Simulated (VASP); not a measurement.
# Si (Fd-3m) in VASP: further runs

Si is run at these levels: PBE; tasks: single point.

All numbers are computed with VASP 6.6.1; they aren't measurements. Logs are shortened: lines on timing, memory, paths and dates and some standing lists are left out, and cuts for length are marked.

**1. The cell of the first run**

The structure is cubic, space group Fd-3m (No. 227). Conventional cell: a = 5.470 Å, b = 5.470 Å, c = 5.470 Å, α = 90.00°, β = 90.00°, γ = 90.00°. Within 3.1 Å of Si (site symmetry -43m) lie 4 Si at 2.37 Å.

**2. Single point, PBE**

INCAR reads:

```
SYSTEM = Si
  ALGO = Normal
  EDIFF = 1E-6
  ENCUT = 500
  GGA = PE
  GGA_COMPAT = .False.
  ISIF = 2
  ISMEAR = 0
  LASPH = .True.
  LCHARG = .False.
  LREAL = .False.
  LWAVE = .False.
  NBANDS = 11
  NELM = 120
  PREC = Accurate
  SIGMA = 0.02
```

KPOINTS reads:

```
k-points
0
Gamma
  8 8 8
  0 0 0
```

POSCAR reads:

```
Si
1.0
    0.0000000000      2.7348308306      2.7348308306
    2.7348308306      0.0000000000      2.7348308306
    2.7348308306      2.7348308306      0.0000000000
Si
2
Direct
    0.0000000000      0.0000000000      0.0000000000
    0.2500000000      0.2500000000      0.2500000000
```

Potentials or basis: VASP PAW PBE potentials, release 64 (Si).

Run with:

```bash
$ cat potpaw_PBE.64/Si/POTCAR > POTCAR
$ mpirun -np 1 vasp_std > vasp.out
```

OUTCAR:

```text
SYSTEM = Si
   EDIFF = 1E-6
   ENCUT = 500
   GGA = PE
   ISIF = 2
   ISMEAR = 0
   LASPH = .True.
   LREAL = .False.
   NELM = 120
   PREC = Accurate

 ion  position               nearest neighbor table
   1  0.000  0.000  0.000-   2 2.37   2 2.37   2 2.37   2 2.37
   2  0.250  0.250  0.250-   1 2.37   1 2.37   1 2.37   1 2.37

  LATTYP: Found a face centered cubic cell.
 ALAT       =     5.4696616612

  Lattice vectors:

 A1 = (   0.0000000000,   2.7348308306,   2.7348308306)
 A2 = (   2.7348308306,   0.0000000000,   2.7348308306)
 A3 = (   2.7348308306,   2.7348308306,   0.0000000000)

Analysis of symmetry for initial positions (statically):
=====================================================================
 Subroutine PRICEL returns:
 Original cell was already a primitive cell.

 Routine SETGRP: Setting up the symmetry group for a
 face centered cubic supercell.

 Subroutine GETGRP returns: Found 48 space group operations
 (whereof 24 operations were pure point group operations)
 out of a pool of 48 trial point group operations.

The static configuration has the point symmetry T_d .
 The point group associated with its full space group is O_h .

Analysis of symmetry for dynamics (positions and initial velocities):
=====================================================================
 Subroutine PRICEL returns:
 Original cell was already a primitive cell.

 Routine SETGRP: Setting up the symmetry group for a
 face centered cubic supercell.

 Subroutine GETGRP returns: Found 48 space group operations
 (whereof 24 operations were pure point group operations)
 out of a pool of 48 trial point group operations.

The dynamic configuration has the point symmetry T_d .
 The point group associated with its full space group is O_h .

 Subroutine INISYM returns: Found 48 space group operations
 (whereof 24 operations are pure point group operations),
 and found     1 'primitive' translations

----------------------------------------------------------------------------------------

                                     Primitive cell

  volume of cell :      40.9092

  direct lattice vectors                    reciprocal lattice vectors
     0.000000000  2.734830831  2.734830831    -0.182826665  0.182826665  0.182826665
     2.734830831  0.000000000  2.734830831     0.182826665 -0.182826665  0.182826665
     2.734830831  2.734830831  0.000000000     0.182826665  0.182826665 -0.182826665

  length of vectors
     3.867634851  3.867634851  3.867634851     0.316665073  0.316665073  0.316665073

  position of ions in fractional coordinates (direct lattice)
     0.000000000  0.000000000  0.000000000
     0.250000000  0.250000000  0.250000000

  ion indices of the primitive-cell ions
   primitive index   ion index
                 1           1
                 2           2

----------------------------------------------------------------------------------------

 KPOINTS: k-points

Automatic generation of k-mesh.
 Grid dimensions read from file:
 generate k-points for:    8    8    8

 Generating k-lattice:

  Cartesian coordinates                     Fractional coordinates (reciprocal lattice)
    -0.022853333  0.022853333  0.022853333     0.125000000  0.000000000  0.000000000
     0.022853333 -0.022853333  0.022853333     0.000000000  0.125000000  0.000000000
     0.022853333  0.022853333 -0.022853333     0.000000000  0.000000000  0.125000000

  Length of vectors
     0.039583134  0.039583134  0.039583134

  Shift w.r.t. Gamma in fractional coordinates (k-lattice)
     0.000000000  0.000000000  0.000000000

 Subroutine IBZKPT returns following result:
 ===========================================

 Found     29 irreducible k-points:

 Following reciprocal coordinates:
            Coordinates               Weight
  0.000000  0.000000  0.000000      1.000000
  0.125000  0.000000  0.000000      8.000000
  0.250000  0.000000  0.000000      8.000000
  0.375000  0.000000  0.000000      8.000000
  0.500000  0.000000  0.000000      4.000000
  0.125000  0.125000  0.000000      6.000000
[... 16 lines left out ...]
  0.500000  0.250000  0.125000     48.000000
 -0.375000  0.250000  0.125000     24.000000
 [... further k-points ...]
   k-points           NKPTS =     29   k-points in BZ     NKDIM =     29   number of bands    NBANDS=     11
   number of dos      NEDOS =    301   number of ions     NIONS =      2
   total plane-waves  NPLWV =  21952
   dimension x,y,z NGX =    28 NGY =   28 NGZ =   28
   dimension x,y,z NGXF=    56 NGYF=   56 NGZF=   56
   ions per type =               2
   NGX,Y,Z   is equivalent  to a cutoff of  12.04, 12.04, 12.04 a.u.
   NGXF,Y,Z  is equivalent  to a cutoff of  24.07, 24.07, 24.07 a.u.
 SYSTEM =  Si
   PREC   = accura    normal or accurate (medium, high low for compatibility)
   ISTART =      0    job   : 0-new  1-cont  2-samecut
   ICHARG =      2    charge: 1-file 2-atom 10-const
   ISPIN  =      1    spin polarized calculation?
   LNONCOLLINEAR =      F non collinear calculations
   LSORBIT =      F    spin-orbit coupling
   LASPH  =      T    aspherical Exc in radial PAW
   ENCUT  =  500.0 eV  36.75 Ry    6.06 a.u.   7.05  7.05  7.05*2*pi/ulx,y,z
   NELM   =    120;   NELMIN=  2; NELMDL= -5     # of ELM steps
   EDIFF  = 0.1E-05   stopping-criterion for ELM
   LREAL  =      F    real-space projection
   EDIFFG = 0.1E-04   stopping-criterion for IOM
   NSW    =      0    number of steps for IOM
   IBRION =     -1    ionic relax: 0-MD 1-quasi-New 2-CG
   NFREE  =      0    steps in history (QN), initial steepest desc. (CG)
   ISIF   =      2    stress and relaxation
   ISYM   =      2    0-nonsym 1-usesym 2-fastsym
   POTIM  = 0.5000    time-step for ionic-motion
   TEBEG  =    0.0;   TEEND  =   0.0 temperature during run
   PSTRESS=    0.0 pullay stress
   NELECT =       8.0000    total number of electrons
   NUPDOWN=      -1.0000    fix difference up-down
   EMIN   =  10.00;   EMAX   =-10.00  energy-range for DOS
   EFERMI =   0.00;   METHOD = LEGACY
   ISMEAR =     0;   SIGMA  =   0.02  broadening in eV -4-tet -1-fermi 0-gaus
   EFERMI_NEDOS =   21; number of points for ismear=-14 and -15
   IALGO  =     38    algorithm
   IMIX   =      4    mixing-type and parameters
     AMIX     =   0.40;   BMIX     =  1.00
     AMIX_MAG =   1.60;   BMIX_MAG =  1.00
  volume/ion in A,a.u.               =      20.45       138.03
  Fermi-wavevector in a.u.,A,eV,Ry     =   0.950235  1.795684 12.285334  0.902947
  Thomas-Fermi vector in A             =   2.078593
   LORBIT       =      0    0 simple, 1 ext, 2 COOP (PROOUT), +10 PAW based schemes
   GGA     = PE    functional components
   LHFCALC =     F    Hartree Fock is set to
   AEXX    =    0.0000 exact exchange contribution
   IVDW    =     0    specifies the selected vdW correction
   LEPSILON=     F    determine dielectric tensor
   LRPA    =     F    only Hartree local field effects (RPA)
 non-spin polarized calculation
 Gauss-broadening in eV      SIGMA  =   0.02
  energy-cutoff  :      500.00
  volume of cell :       40.91
 maximum number of plane-waves:      1056
   NGX = 15   NGY = 15   NGZ = 15

 number of electron       8.0000000 magnetization

 Free energy of the ion-electron system (eV)
  ---------------------------------------------------
  ext. energy  EPLUGINS =         0.00000000
  ---------------------------------------------------
  free energy    TOTEN  =       -10.84606678 eV

  energy without entropy =      -10.84606678  energy(sigma->0) =      -10.84606678

 E-fermi :   5.7234     XC(G=0):  -9.3246

 val. band max:        5.6122497755   @ k =   0.0000   0.0000   0.0000
 cond. band min:       6.2630464916   @ k =   0.3750   0.3750   0.0000
 fundamental gap:      0.6507967161
 Fermi energy:         5.7233809843

 k-point     1 :       0.0000    0.0000    0.0000
  band No.  band energies     occupation
      1      -6.1992      2.00000
      2       5.6122      2.00000
      3       5.6122      2.00000
      4       5.6122      2.00000
      5       8.1685      0.00000
      6       8.1685      0.00000
      7       8.1685      0.00000
      8       8.7403      0.00000
      9      13.3206      0.00000
     10      13.3206      0.00000
     11      13.4873      0.00000

 k-point     2 :       0.1250    0.0000    0.0000
  band No.  band energies     occupation
      1      -5.9988      2.00000
      2       4.0216      2.00000
      3       5.3300      2.00000
      4       5.3300      2.00000
      5       8.0536      0.00000
      6       8.5838      0.00000
      7       8.5838      0.00000
      8      10.1407      0.00000
      9      12.8479      0.00000
     10      12.8479      0.00000
     11      14.2628      0.00000

 k-point     3 :       0.2500    0.0000    0.0000
  band No.  band energies     occupation
      1      -5.4147      2.00000
      2       1.7268      2.00000
      3       4.8675      2.00000
      4       4.8675      2.00000
      5       7.5697      0.00000
      6       9.1016      0.00000
      7       9.1016      0.00000
      8      12.3592      0.00000
      9      12.7988      0.00000
     10      12.7988      0.00000
     11      14.5400      0.00000
[... 267 lines left out ...]
 k-point    23 :       0.5000    0.2500    0.1250
  band No.  band energies     occupation
      1      -4.0258      2.00000
      2      -0.1744      2.00000
      3       2.3575      2.00000
      4       3.7255      2.00000
      5       8.4761      0.00000
      6       9.1413      0.00000
      7      10.5889      0.00000
      8      11.4892      0.00000
      9      14.5410      0.00000
     10      15.2367      0.00000
     11      17.5124      0.00000

 k-point    24 :      -0.3750    0.2500    0.1250
  band No.  band energies     occupation
      1      -3.3920      2.00000
      2      -1.0934      2.00000
      3       2.2261      2.00000
      4       3.5027      2.00000
      5       8.6349      0.00000
      6       8.7586      0.00000
      7      11.4576      0.00000
      8      12.6772      0.00000
      9      12.9174      0.00000
     10      16.1184      0.00000
     11      17.1623      0.00000

 [... further k-points ...]

------------------------ aborting loop because EDIFF is reached ----------------------------------------

  FORCE on cell =-STRESS in cart. coord.  units (eV):
  Direction    XX          YY          ZZ          XY          YZ          ZX
  --------------------------------------------------------------------------------------
  -------------------------------------------------------------------------------------
  Total       -0.0112254     -0.0112254     -0.0112254     -0.0000000      0.0000000      0.0000000
  in kB       -0.4396352     -0.4396352     -0.4396352     -0.0000000      0.0000000      0.0000000
  external PRESSURE =      -0.4396352 kB  Pullay stress =       0.0000000 kB

 VOLUME and BASIS-vectors are now :
 -----------------------------------------------------------------------------
  energy-cutoff  :      500.00
  volume of cell :       40.91
      direct lattice vectors                 reciprocal lattice vectors
     0.000000000  2.734830831  2.734830831    -0.182826665  0.182826665  0.182826665
     2.734830831  0.000000000  2.734830831     0.182826665 -0.182826665  0.182826665
     2.734830831  2.734830831  0.000000000     0.182826665  0.182826665 -0.182826665

 POSITION                                       TOTAL-FORCE (eV/Angst)
 -----------------------------------------------------------------------------------
      0.00000      0.00000      0.00000        -0.000000     -0.000000     -0.000000
      1.36742      1.36742      1.36742         0.000000      0.000000      0.000000
 -----------------------------------------------------------------------------------
    total drift:                                0.000000      0.000000     -0.000000

  FREE ENERGIE OF THE ION-ELECTRON SYSTEM (eV)
  ---------------------------------------------------
  free  energy   TOTEN  =       -10.8460667770 eV

  energy  without entropy=      -10.8460667770  energy(sigma->0) =      -10.84606678
```

Wall time 9.2 s (1 thread of Intel Xeon Platinum 8488C (Sapphire Rapids), shared host); peak memory 0.14 GiB.

Results:

```yaml
Free_energy: -10.8461 eV
Pressure: 0.0 GPa
Band_gap_on_the_k_mesh: 0.65 eV, indirect (least direct gap 2.56 eV)
```

Levels at points of the mesh, in eV from the valence-band top:
```
           k point  band 1  band 2  band 3  band 4  band 5  band 6  band 7  band 8  band 9
(0.00, 0.00, 0.00)  -11.81    0.00    0.00    0.00    2.56    2.56    2.56    3.13    7.71
(0.50, 0.00, 0.00)   -9.53   -6.87   -1.18   -1.18    1.46    3.35    3.35    7.70   10.49
(0.50, 0.50, 0.00)   -7.74   -7.74   -2.79   -2.79    0.75    0.75    9.93    9.93   10.91
```

**3. Single point, PBE**

INCAR reads:

```
ALGO = Normal
EDIFF = 1E-6
ENCUT = 500
GGA = PE
GGA_COMPAT = F
ISIF = 2
ISMEAR = 0
LASPH = T
LCHARG = F
LREAL = F
LWAVE = F
NBANDS = 11
NELM = 120
PREC = Accurate
SIGMA = 0.02
```

KPOINTS reads:

```
k-points
0
Gamma
  10 10 10
```

POSCAR is that of step 2.

Potentials or basis: VASP PAW PBE potentials, release 64 (Si).

Run with:

```bash
$ cat potpaw_PBE.64/Si/POTCAR > POTCAR
$ mpirun -np 1 vasp_std > vasp.out
```

It took 16 s on 1 thread of Intel Xeon Platinum 8488C (Sapphire Rapids), shared host; peak memory 0.15 GiB.

Results (log left out):

```
Free energy            : -10.8492 eV
Pressure               : 0.0 GPa
Band gap on the k mesh : 0.62 eV, indirect (least direct gap 2.56 eV)
```

Levels at points of the mesh, in eV from the valence-band top:
| k point | band 1 | band 2 | band 3 | band 4 | band 5 | band 6 | band 7 | band 8 |
| --- | --- | --- | --- | --- | --- | --- | --- | --- |
| (0.00, 0.00, 0.00) | -11.81 | 0.00 | 0.00 | 0.00 | 2.56 | 2.56 | 2.56 | 3.13 |
| (0.50, 0.00, 0.00) | -9.53 | -6.87 | -1.18 | -1.18 | 1.46 | 3.35 | 3.35 | 7.70 |
| (0.50, 0.50, 0.00) | -7.74 | -7.74 | -2.79 | -2.79 | 0.75 | 0.75 | 9.93 | 9.93 |

A k mesh can miss the band edges.
